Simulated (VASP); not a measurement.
Input of a VASP 6.6.1 run:

Contents of INCAR:

```
ALGO     = Normal         # electronic algorithm
EDIFF    = 1E-7           # SCF threshold, eV
EDIFFG   = -0.01          # ionic threshold
ENCUT    = 600            # plane-wave cutoff, eV
GGA      = PE             # functional
IBRION   = 2              # ionic algorithm
ISIF     = 4              # what is computed and relaxed
ISMEAR   = 0              # smearing method
IVDW     = 12             # dispersion correction
LASPH    = True           # aspherical terms in the spheres
LCHARG   = False          # write CHGCAR
LREAL    = False          # projectors in reciprocal space
LWAVE    = False          # write WAVECAR
NELM     = 100            # most SCF steps
NSW      = 50             # ionic steps
PREC     = Accurate       # precision mode
SIGMA    = 0.1            # smearing width, eV
```

File KPOINTS:

```
k-points
0
Gamma
  12 12 12
```

Contents of POSCAR:

```
Sb
1.0
    2.1397724051      1.2353981741      3.6425035578
   -2.1397724051      1.2353981741      3.6425035578
    0.0000000000     -2.4707963481      3.6425035578
Sb
2
Direct
    0.2361487235      0.2361487235      0.2361487235
    0.7638512765      0.7638512765      0.7638512765
```

Potentials or basis: VASP PAW PBE potentials, release 64 (Sb).

Command:

```bash
$ cat potpaw_PBE.64/Sb/POTCAR > POTCAR
$ mpirun -np 1 vasp_std > vasp.out
```

Estimate the dispersion energy per atom.

-0.495 eV.

Estimate the band gap on the k mesh.

zero (bands 5 and 6 overlap by 0.36 eV).

The path:
| step | energy change (eV) | largest force (eV/Å) | pressure (GPa) | volume (Å³) |
| --- | --- | --- | --- | --- |
| 1 | 0.0000 | 0.1870 | 2.01 | 57.77 |
| 2 | -0.0028 | 0.1012 | 1.75 | 57.77 |
| 3 | -0.0042 | 0.0227 | 1.36 | 57.77 |
| 4 | -0.0042 | 0.0103 | 1.40 | 57.77 |
| 5 | -0.0043 | 0.0052 | 1.39 | 57.77 |
| 6 | -0.0044 | 0.0005 | 1.38 | 57.77 |

Caveat: spin-orbit coupling is left out, which moves the levels of the heavy elements.
